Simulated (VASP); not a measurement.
# ZnCu2SnS4 (I-4) in VASP: settings compared

The runs below take ZnCu2SnS4 through single point, with LDA, PBEsol.

All numbers are computed with VASP 6.6.1; they aren't measurements. Logs are shortened: lines on timing, memory, paths and dates and some standing lists are left out, and cuts for length are marked.

### 1 The cell of the first run

It takes space group I-4 (No. 82, tetragonal). Conventional cell: a = 5.434 Å, b = 5.434 Å, c = 10.850 Å, α = 90.00°, β = 90.00°, γ = 90.00°. Within 3.2 Å of Sn (site symmetry -4) lie 4 S at 2.41 Å. Zn (site symmetry -4) has 4 S at 2.33 Å within 3.1 Å. Within 3.1 Å of Cu (site symmetry -4) lie 4 S at 2.33 Å. Cu (site symmetry -4) has 4 S at 2.33 Å within 3.1 Å. S (site symmetry 1) has 1 Zn at 2.33 Å and 2 Cu at 2.33 Å and 1 Sn at 2.41 Å within 3.1 Å.

### 2 Single point, LDA

The input, INCAR:

```
SYSTEM = ZnCu2SnS4
PREC     = Accurate       ! precision mode
ENCUT    = 520            ! plane-wave cutoff, eV
EDIFF    = 1E-6           ! SCF threshold, eV
ISMEAR   = 0              ! smearing method
SIGMA    = 0.01           ! smearing width, eV
LREAL    = .False.        ! projectors in reciprocal space
LASPH    = .True.         ! aspherical terms in the spheres
NELM     = 80             ! most SCF steps
ALGO     = Normal         ! electronic algorithm
ISIF     = 2              ! what is computed and relaxed
LWAVE    = .False.        ! write WAVECAR
LCHARG   = .False.        ! write CHGCAR
GGA      = CA             ! functional
NBANDS   = 46             ! bands
```

The input, KPOINTS:

```
regular mesh
0
Gamma
  6 6 6
  0 0 0
```

The input, POSCAR:

```
ZnCu2SnS4
1.0
   -2.7171000000      2.7171000000      5.4248000000
    2.7171000000     -2.7171000000      5.4248000000
    2.7171000000      2.7171000000     -5.4248000000
Sn Zn Cu S
1 1 2 4
Direct
    0.5000000000      0.5000000000      0.0000000000
    0.2500000000      0.7500000000      0.5000000000
    0.7500000000      0.2500000000      0.5000000000
    0.0000000000      0.0000000000      0.0000000000
    0.6279900000      0.6283900000      0.5128000000
    0.8848100000      0.3720100000      0.0004000000
    0.1155900000      0.1151900000      0.4872000000
    0.3716100000      0.8844100000      0.9996000000
```

Potentials or basis: VASP PAW LDA potentials, release 64 (Sn_d, Zn, Cu, S).

Launch:

```bash
cat potpaw_LDA.64/Sn_d/POTCAR potpaw_LDA.64/Zn/POTCAR potpaw_LDA.64/Cu/POTCAR potpaw_LDA.64/S/POTCAR > POTCAR
mpirun -np 1 vasp_std > vasp.out
```

OUTCAR:

```text
SYSTEM = ZnCu2SnS4
   PREC = Accurate
   ENCUT = 520
   EDIFF = 1E-6
   ISMEAR = 0
   LREAL = .False.
   LASPH = .True.
   NELM = 80
   ISIF = 2
   GGA = CA

 ion  position               nearest neighbor table
   1  0.500  0.500  0.000-   5 2.41   6 2.41   7 2.41   8 2.41
   2  0.250  0.750  0.500-   5 2.33   6 2.33   7 2.33   8 2.33
   3  0.750  0.250  0.500-   6 2.33   7 2.33   8 2.33   5 2.33
   4  0.000  0.000  0.000-   8 2.33   5 2.33   7 2.33   6 2.33
   5  0.628  0.628  0.513-   2 2.33   4 2.33   3 2.33   1 2.41
   6  0.885  0.372  0.000-   2 2.33   4 2.33   3 2.33   1 2.41
   7  0.116  0.115  0.487-   2 2.33   4 2.33   3 2.33   1 2.41
   8  0.372  0.884  1.000-   2 2.33   4 2.33   3 2.33   1 2.41

  LATTYP: Found a body centered tetragonal cell.
 ALAT       =     5.4342000000
 C/A-ratio  =     1.9965404291

  Lattice vectors:

 A1 = (  -2.7171000000,   2.7171000000,   5.4248000000)
 A2 = (   2.7171000000,  -2.7171000000,   5.4248000000)
 A3 = (   2.7171000000,   2.7171000000,  -5.4248000000)

Analysis of symmetry for initial positions (statically):
=====================================================================
 Subroutine PRICEL returns:
 Original cell was already a primitive cell.

 Routine SETGRP: Setting up the symmetry group for a
 body centered tetragonal supercell.

 Subroutine GETGRP returns: Found  4 space group operations
 (whereof  4 operations were pure point group operations)
 out of a pool of 16 trial point group operations.

The static configuration has the point symmetry S_4 .

Analysis of symmetry for dynamics (positions and initial velocities):
=====================================================================
 Subroutine PRICEL returns:
 Original cell was already a primitive cell.

 Routine SETGRP: Setting up the symmetry group for a
 body centered tetragonal supercell.

 Subroutine GETGRP returns: Found  4 space group operations
 (whereof  4 operations were pure point group operations)
 out of a pool of 16 trial point group operations.

The dynamic configuration has the point symmetry S_4 .

 Subroutine INISYM returns: Found  4 space group operations
 (whereof  4 operations are pure point group operations),
 and found     1 'primitive' translations

----------------------------------------------------------------------------------------

                                     Primitive cell

  volume of cell :     160.1972

  direct lattice vectors                    reciprocal lattice vectors
    -2.717100000  2.717100000  5.424800000     0.000000000  0.184019727  0.092169297
     2.717100000 -2.717100000  5.424800000     0.184019727  0.000000000  0.092169297
     2.717100000  2.717100000 -5.424800000     0.184019727  0.184019727  0.000000000

  length of vectors
     6.647835728  6.647835728  6.647835728     0.205811659  0.205811659  0.260243194

  position of ions in fractional coordinates (direct lattice)
     0.500000000  0.500000000  0.000000000
     0.250000000  0.750000000  0.500000000
     0.750000000  0.250000000  0.500000000
     0.000000000  0.000000000  0.000000000
     0.627990000  0.628390000  0.512800000
     0.884810000  0.372010000  0.000400000
     0.115590000  0.115190000  0.487200000
     0.371610000  0.884410000  0.999600000

  ion indices of the primitive-cell ions
   primitive index   ion index
                 1           1
                 2           2
                 3           3
                 4           4
                 5           5
                 6           6
                 7           7
                 8           8

----------------------------------------------------------------------------------------

 KPOINTS: regular mesh

Automatic generation of k-mesh.
 Grid dimensions read from file:
 generate k-points for:    6    6    6

 Generating k-lattice:

  Cartesian coordinates                     Fractional coordinates (reciprocal lattice)
     0.000000000  0.030669954  0.015361549     0.166666667  0.000000000  0.000000000
     0.030669954  0.000000000  0.015361549     0.000000000  0.166666667  0.000000000
     0.030669954  0.030669954  0.000000000     0.000000000  0.000000000  0.166666667

  Length of vectors
     0.034301943  0.034301943  0.043373866

  Shift w.r.t. Gamma in fractional coordinates (k-lattice)
     0.000000000  0.000000000  0.000000000

 Subroutine IBZKPT returns following result:
 ===========================================

 Found     36 irreducible k-points:

 Following reciprocal coordinates:
            Coordinates               Weight
  0.000000  0.000000  0.000000      1.000000
  0.166667  0.000000  0.000000      8.000000
  0.333333 -0.000000  0.000000      8.000000
  0.500000 -0.000000  0.000000      4.000000
  0.166667  0.166667  0.000000      8.000000
  0.333333  0.166667  0.000000      8.000000
[... 16 lines left out ...]
  0.333333 -0.333333  0.166667      4.000000
 -0.166667  0.333333  0.166667      8.000000
 [... further k-points ...]
   k-points           NKPTS =     36   k-points in BZ     NKDIM =     36   number of bands    NBANDS=     46
   number of dos      NEDOS =    301   number of ions     NIONS =      8
   total plane-waves  NPLWV = 125000
   dimension x,y,z NGX =    50 NGY =   50 NGZ =   50
   dimension x,y,z NGXF=   100 NGYF=  100 NGZF=  100
   ions per type =               1   1   2   4
   NGX,Y,Z   is equivalent  to a cutoff of  12.50, 12.50, 12.50 a.u.
   NGXF,Y,Z  is equivalent  to a cutoff of  25.01, 25.01, 25.01 a.u.
 SYSTEM =  ZnCu2SnS4
   PREC   = accura    normal or accurate (medium, high low for compatibility)
   ISTART =      0    job   : 0-new  1-cont  2-samecut
   ICHARG =      2    charge: 1-file 2-atom 10-const
   ISPIN  =      1    spin polarized calculation?
   LNONCOLLINEAR =      F non collinear calculations
   LSORBIT =      F    spin-orbit coupling
   LASPH  =      T    aspherical Exc in radial PAW
   ENCUT  =  520.0 eV  38.22 Ry    6.18 a.u.  12.36 12.36 12.36*2*pi/ulx,y,z
   NELM   =     80;   NELMIN=  2; NELMDL= -5     # of ELM steps
   EDIFF  = 0.1E-05   stopping-criterion for ELM
   LREAL  =      F    real-space projection
   EDIFFG = 0.1E-04   stopping-criterion for IOM
   NSW    =      0    number of steps for IOM
   IBRION =     -1    ionic relax: 0-MD 1-quasi-New 2-CG
   NFREE  =      0    steps in history (QN), initial steepest desc. (CG)
   ISIF   =      2    stress and relaxation
   ISYM   =      2    0-nonsym 1-usesym 2-fastsym
   POTIM  = 0.5000    time-step for ionic-motion
   TEBEG  =    0.0;   TEEND  =   0.0 temperature during run
   PSTRESS=    0.0 pullay stress
   NELECT =      72.0000    total number of electrons
   NUPDOWN=      -1.0000    fix difference up-down
   EMIN   =  10.00;   EMAX   =-10.00  energy-range for DOS
   EFERMI =   0.00;   METHOD = LEGACY
   ISMEAR =     0;   SIGMA  =   0.01  broadening in eV -4-tet -1-fermi 0-gaus
   EFERMI_NEDOS =   21; number of points for ismear=-14 and -15
   IALGO  =     38    algorithm
   IMIX   =      4    mixing-type and parameters
     AMIX     =   0.40;   BMIX     =  1.00
     AMIX_MAG =   1.60;   BMIX_MAG =  1.00
  volume/ion in A,a.u.               =      20.02       135.13
  Fermi-wavevector in a.u.,A,eV,Ry     =   1.254009  2.369734 21.395688  1.572539
  Thomas-Fermi vector in A             =   2.387835
   LORBIT       =      0    0 simple, 1 ext, 2 COOP (PROOUT), +10 PAW based schemes
   GGA     = CA    functional components
   LHFCALC =     F    Hartree Fock is set to
   AEXX    =    0.0000 exact exchange contribution
   IVDW    =     0    specifies the selected vdW correction
   LEPSILON=     F    determine dielectric tensor
   LRPA    =     F    only Hartree local field effects (RPA)
 non-spin polarized calculation
 Gauss-broadening in eV      SIGMA  =   0.01
  energy-cutoff  :      520.00
  volume of cell :      160.20
 maximum number of plane-waves:      4333
 NGX is ok and might be reduce to    50
   NGX = 25   NGY = 25   NGZ = 25

 number of electron      72.0000010 magnetization

 Free energy of the ion-electron system (eV)
  ---------------------------------------------------
  ext. energy  EPLUGINS =         0.00000000
  ---------------------------------------------------
  free energy    TOTEN  =       -38.23040870 eV

  energy without entropy =      -38.23040870  energy(sigma->0) =      -38.23040870

 E-fermi :   4.6555     XC(G=0): -10.1644

 val. band max:        4.6005511981   @ k =   0.0000   0.0000   0.0000
 cond. band min:       4.8290720154   @ k =   0.0000   0.0000   0.0000
 fundamental gap:      0.2285208173
 Fermi energy:         4.6554952212

 k-point     1 :       0.0000    0.0000    0.0000
  band No.  band energies     occupation
      1     -17.5471      2.00000
      2     -17.5433      2.00000
      3     -17.5433      2.00000
      4     -17.4518      2.00000
      5     -17.4445      2.00000
      6      -9.8561      2.00000
[... 38 lines left out ...]
     45       9.7629      0.00000
     46      10.1525      0.00000

 k-point     2 :       0.1667    0.0000    0.0000
  band No.  band energies     occupation
      1     -17.5472      2.00000
      2     -17.5434      2.00000
      3     -17.5433      2.00000
      4     -17.4516      2.00000
      5     -17.4445      2.00000
      6      -9.7635      2.00000
[... 38 lines left out ...]
     45       9.9220      0.00000
     46      10.1524      0.00000

 k-point     3 :       0.3333   -0.0000    0.0000
  band No.  band energies     occupation
      1     -17.5475      2.00000
      2     -17.5437      2.00000
      3     -17.5433      2.00000
      4     -17.4513      2.00000
      5     -17.4443      2.00000
      6      -9.5153      2.00000
[... 1018 lines left out ...]
     45      10.4147      0.00000
     46      10.6467      0.00000

 k-point    24 :      -0.1667    0.3333    0.1667
  band No.  band energies     occupation
      1     -17.5476      2.00000
      2     -17.5438      2.00000
      3     -17.5433      2.00000
      4     -17.4512      2.00000
      5     -17.4442      2.00000
      6      -9.3095      2.00000
[... 38 lines left out ...]
     45      10.3228      0.00000
     46      10.6456      0.00000

 [... further k-points ...]

------------------------ aborting loop because EDIFF is reached ----------------------------------------

  FORCE on cell =-STRESS in cart. coord.  units (eV):
  Direction    XX          YY          ZZ          XY          YZ          ZX
  --------------------------------------------------------------------------------------
  -------------------------------------------------------------------------------------
  Total       -3.9614940     -3.9614940     -4.0576546      0.0000000      0.0000000      0.0000000
  in kB      -39.6200134    -39.6200134    -40.5817429      0.0000003      0.0000000      0.0000000
  external PRESSURE =     -39.9405899 kB  Pullay stress =       0.0000000 kB

 VOLUME and BASIS-vectors are now :
 -----------------------------------------------------------------------------
  energy-cutoff  :      520.00
  volume of cell :      160.20
      direct lattice vectors                 reciprocal lattice vectors
    -2.717100000  2.717100000  5.424800000     0.000000000  0.184019727  0.092169297
     2.717100000 -2.717100000  5.424800000     0.184019727  0.000000000  0.092169297
     2.717100000  2.717100000 -5.424800000     0.184019727  0.184019727  0.000000000

 POSITION                                       TOTAL-FORCE (eV/Angst)
 -----------------------------------------------------------------------------------
      0.00000      0.00000      5.42480        -0.000000     -0.000000      0.000000
      2.71710      0.00000      2.71240        -0.000000     -0.000000      0.000000
      0.00000      2.71710      2.71240         0.000000     -0.000000      0.000000
      0.00000      0.00000      0.00000         0.000000     -0.000000      0.000000
      1.39442      1.39224      4.03377         0.166432      0.583612     -0.214932
     -1.39224      1.39442      6.81583        -0.583612      0.166432      0.214932
      1.32268      1.32486     -1.39103        -0.166432     -0.583612     -0.214932
      4.10934      1.32268      1.39103         0.583612     -0.166432      0.214932
 -----------------------------------------------------------------------------------
    total drift:                                0.000002      0.000002      0.000001

  FREE ENERGIE OF THE ION-ELECTRON SYSTEM (eV)
  ---------------------------------------------------
  free  energy   TOTEN  =       -38.2304086967 eV

  energy  without entropy=      -38.2304086967  energy(sigma->0) =      -38.23040870
```

Run time: 7 min. Hardware: 1 thread of Intel Xeon Platinum 8259CL at 2.50GHz (Skylake/Cascade Lake), shared host; peak memory 0.44 GiB.

What came out:

```yaml
Free_energy: -38.2304 eV
Pressure: -4.0 GPa
Largest_force: 0.644 eV/Å
Band_gap_on_the_k_mesh: 0.23 eV
```

Forces in eV/Å, atoms in the order of the input:
```
Sn   0.000  0.000  0.000
Zn   0.000  0.000  0.000
Cu   0.000  0.000  0.000
Cu   0.000  0.000  0.000
S    0.166  0.584 -0.215
S   -0.584  0.166  0.215
S   -0.166 -0.584 -0.215
S    0.584 -0.166  0.215
```

Caveat: the cell stands under tension; semilocal functionals underestimate gaps, and a narrow one can read as zero; spin-orbit coupling is left out, which moves the levels of the heavy elements.

### 3 Single point, PBEsol

The input, INCAR:

```
SYSTEM = ZnCu2SnS4
PREC = Accurate
ENCUT = 520
EDIFF = 1E-7
ISMEAR = 0
SIGMA = 0.01
LREAL = .FALSE.
LASPH = .TRUE.
NELM = 80
ALGO = Normal
ISIF = 2
LWAVE = .FALSE.
LCHARG = .FALSE.
GGA = PS
NBANDS = 46
```

The input, KPOINTS:

```
Automatic mesh
0
G
  6 6 6
  0 0 0
```

POSCAR is that of step 2.

Potentials or basis: VASP PAW PBE potentials, release 64 (Sn_d, Zn, Cu, S).

Launch:

```bash
cat potpaw_PBE.64/Sn_d/POTCAR potpaw_PBE.64/Zn/POTCAR potpaw_PBE.64/Cu/POTCAR potpaw_PBE.64/S/POTCAR > POTCAR
mpirun -np 1 vasp_std > vasp.out
```

Run time: 8 min. Hardware: 1 thread of Intel Xeon Platinum 8259CL at 2.50GHz (Skylake/Cascade Lake), shared host; peak memory 0.51 GiB.

It converged, with:

* Free energy: -35.7167 eV
* Pressure: -1.5 GPa
* Largest force: 0.623 eV/Å
* Band gap on the k mesh: 0.26 eV

Forces on the atoms (eV/Å):
```
Sn   0.000  0.000  0.000
Zn   0.000  0.000  0.000
Cu   0.000  0.000  0.000
Cu   0.000  0.000  0.000
S    0.153  0.569 -0.200
S   -0.569  0.153  0.200
S   -0.153 -0.569 -0.200
S    0.569 -0.153  0.200
```

Stress tensor (GPa, compression positive):
```
-1.50  0.00  0.00
 0.00 -1.50  0.00
 0.00  0.00 -1.60
```

Levels at points of the mesh, in eV from the valence-band top:
```tsv
k point	band 34	band 35	band 36	band 37	band 38	band 39
(0.00, 0.00, 0.00)	-0.08	-0.08	0.00	0.26	1.95	2.85
(0.50, 0.00, 0.00)	-1.07	-1.01	-0.49	1.77	3.13	3.27
(0.50, 0.50, 0.00)	-0.66	-0.48	-0.41	0.81	2.26	3.13
(0.50, 0.50, 0.50)	-1.05	-0.83	-0.83	1.50	1.99	1.99
```

Caveat: semilocal functionals underestimate gaps, and a narrow one can read as zero; the PAW data sets were made with another functional, which shifts forces and pressure a little; spin-orbit coupling is left out, which moves the levels of the heavy elements.

### 4 Single point, LDA

The input, INCAR:

```
SYSTEM = ZnCu2SnS4
PREC = Accurate
ENCUT = 520
EDIFF = 1E-6
ISMEAR = -1
SIGMA = 0.05
LREAL = .False.
LASPH = .True.
NELM = 60
ALGO = Normal
ISIF = 2
LWAVE = .False.
LCHARG = .False.
NBANDS = 46
```

The input, KPOINTS:

```
Automatic mesh
0
Gamma
  7 7 7
  0 0 0
```

POSCAR is that of step 3.

Potentials or basis: VASP PAW LDA potentials, release 64 (Sn_d, Zn, Cu, S).

Launch:

```bash
cat potpaw_LDA.64/Sn_d/POTCAR potpaw_LDA.64/Zn/POTCAR potpaw_LDA.64/Cu/POTCAR potpaw_LDA.64/S/POTCAR > POTCAR
mpirun -np 1 vasp_std > vasp.out
```

Wall time 6.6 min (1 thread of Intel Xeon 6975P-C (Granite Rapids), shared host); peak memory 0.52 GiB.

It converged, with:

- Free energy: -38.2310 eV
- Pressure: -4.0 GPa
- Largest force: 0.645 eV/Å
- Band gap on the k mesh: 0.23 eV

Forces on the atoms (eV/Å):
```
Sn   0.000  0.000  0.000
Zn   0.000  0.000  0.000
Cu   0.000  0.000  0.000
Cu   0.000  0.000  0.000
S    0.167  0.585 -0.216
S   -0.585  0.167  0.216
S   -0.167 -0.585 -0.216
S    0.585 -0.167  0.216
```

Stress tensor (GPa, compression positive):
```
-3.96  0.00  0.00
 0.00 -3.96  0.00
 0.00  0.00 -4.06
```

Levels at points of the mesh, in eV from the valence-band top:
| k point | band 34 | band 35 | band 36 | band 37 | band 38 | band 39 |
| --- | --- | --- | --- | --- | --- | --- |
| (0.00, 0.00, 0.00) | -0.08 | -0.08 | 0.00 | 0.23 | 1.96 | 2.84 |

Caveat: the cell stands under tension; semilocal functionals underestimate gaps, and a narrow one can read as zero; spin-orbit coupling is left out, which moves the levels of the heavy elements.

### 5 Overview

| level | potentials or basis | k mesh | smearing | gap on the mesh (eV) | pressure (GPa) | largest force (eV/Å) |
| --- | --- | --- | --- | --- | --- | --- |
| LDA | VASP PAW LDA potentials, release 64 (Sn_d, Zn, Cu, S) | 6 × 6 × 6 | gaussian 0.01 eV | 0.23 | -4.0 | 0.64 |
| PBEsol | VASP PAW PBE potentials, release 64 (Sn_d, Zn, Cu, S) | 6 × 6 × 6 | gaussian 0.01 eV | 0.26 | -1.5 | 0.62 |
| LDA | VASP PAW LDA potentials, release 64 (Sn_d, Zn, Cu, S) | 7 × 7 × 7 | fermi-dirac 0.05 eV | 0.23 | -4.0 | 0.65 |

Alike in all rows: task single point; no spin polarisation; cell as given; cutoff (eV) 520.

Caveats: semilocal functionals underestimate gaps, and a narrow one can read as zero; spin-orbit coupling is left out, which moves the levels of the heavy elements; the cell stands under tension (at least some runs); the PAW data sets were made with another functional, which shifts forces and pressure a little (at least some runs).

Absolute energies hang on the potentials; compare differences alone.
